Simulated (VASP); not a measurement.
# BaTlH5: relaxation of cell and atoms with PBE

BaTlH5:

```xyz
7
Lattice="3.6986 0.0000 0.0000 0.0000 3.6986 0.0000 0.0000 0.0000 6.9904" Properties=species:S:1:pos:R:3 pbc="T T T"
Ba    0.0000    0.0000    0.0000
Tl    0.0000    0.0000    3.4952
H     1.8493    1.8493    0.0000
H     1.8493    0.0000    2.2179
H     0.0000    1.8493    2.2179
H     1.8493    0.0000    4.7725
H     0.0000    1.8493    4.7725
```

The cell was generated, and may not be a known phase.

```
Program                : VASP 6.6.1
Task                   : relaxation of cell and atoms
Functional             : PBE
Potentials or basis    : VASP PAW PBE potentials, release 64 (Ba_sv, Tl_d, H)
Cutoff                 : 600 eV
k mesh                 : 10 × 10 × 6
Occupations            : gaussian, width 0.1 eV
Spin                   : no spin polarisation
Dipole correction      : no
Further INCAR settings : ALGO = Normal; EDIFF = 1e-06; IBRION = 2; EDIFFG = -0.01; NSW = 100; ISIF = 3
```

```
Relaxed volume                        : 13.82 Å³/atom
Relaxed cell                          : a = 3.717 Å, b = 3.717 Å, c = 6.998 Å, α = 90.00°, β = 90.00°, γ = 90.00°
Space group after relaxing (to 0.1 Å) : P4/mmm (No. 123)
Energy gained by relaxing             : 0.3 meV/atom
Ionic steps                           : 5
Pressure after relaxing               : 0.0 GPa
Largest force after relaxing          : 0.008 eV/Å
Band gap on the k mesh                : zero (bands 14 and 15 overlap by 1.79 eV)
```

Forces on the atoms (eV/Å):
```
Ba   0.000  0.000  0.000
Tl   0.000  0.000  0.000
H    0.000  0.000  0.000
H    0.000  0.000  0.008
H    0.000  0.000  0.008
H    0.000  0.000 -0.008
H    0.000  0.000 -0.008
```

The path:
| step | energy change (eV) | largest force (eV/Å) | pressure (GPa) | volume (Å³) |
| --- | --- | --- | --- | --- |
| 1 | 0.0000 | 0.0063 | 0.47 | 95.63 |
| 2 | -0.0014 | 0.0084 | 0.22 | 96.18 |
| 3 | -0.0019 | 0.0106 | -0.04 | 96.78 |
| 4 | -0.0019 | 0.0103 | -0.01 | 96.72 |
| 5 | -0.0019 | 0.0083 | -0.01 | 96.71 |

Final structure:
```
Ba Tl H
1.0
     3.71730    0.00000    0.00000
     0.00000    3.71730    0.00000
     0.00000    0.00000    6.99839
Ba Tl H
1 1 5
Direct
  0.00000 0.00000 0.00000
  0.00000 0.00000 0.50000
  0.50000 0.50000 0.00000
  0.50000 0.00000 0.31745
  0.00000 0.50000 0.31745
  0.50000 0.00000 0.68255
  0.00000 0.50000 0.68255
```

Levels at points of the mesh, in eV from the Fermi level:
```csv
k point,band 10,band 11,band 12,band 13,band 14,band 15,band 16,band 17,band 18
"(0.00, 0.00, 0.00)",-8.37,-3.62,-2.69,-0.01,0.69,2.83,3.25,5.20,5.20
"(0.50, 0.00, 0.00)",-6.45,-3.95,-1.98,-1.60,-0.29,1.29,4.18,4.79,5.43
"(0.50, 0.50, 0.00)",-3.95,-3.34,-3.34,-2.72,-1.03,-1.03,3.45,5.30,5.73
"(0.00, 0.00, 0.50)",-7.87,-4.71,-2.15,0.05,0.54,2.57,3.47,4.36,4.36
"(0.50, 0.00, 0.50)",-6.10,-4.26,-2.79,-1.12,0.27,2.32,2.73,2.93,4.80
"(0.50, 0.50, 0.50)",-3.66,-3.65,-3.65,-2.72,-0.23,-0.23,1.60,3.88,3.88
```

Wall time 4.1 min on 1 thread of Intel(R) Xeon(R) 6975P-C (Granite Rapids), on a shared host, peak memory 0.37 GiB.

Caveat: spin-orbit coupling is left out, which moves the levels of the heavy elements.
